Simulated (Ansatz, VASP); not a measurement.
Al in VASP and in Ansatz

```xyz
1
Lattice="-1.6189 1.6189 1.6189 1.6189 -1.6189 1.6189 1.6189 1.6189 -1.6189" Properties=species:S:1:pos:R:3 pbc="T T T"
Al    0.0000    0.0000    0.0000
```

Alike in both runs: task single point; functional PBE; k mesh 14 × 14 × 14; occupations fermi-dirac, width 0.1 eV; non-collinear spin, spin-orbit coupling.

```csv
,VASP,Ansatz
version,VASP 6.6.1,Ansatz 0.2.0
potentials or method,"VASP PAW PBE potentials, release 64 (Al), cutoff 520 eV","plane waves (420 eV) with PAW, fully relativistic with spin-orbit coupling"
valence electrons in the cell,3,3
```

|  | VASP | Ansatz | Ansatz less VASP |
| --- | --- | --- | --- |
| net moment per atom (μB) | 0.00 | 0.00 | 0.000 |
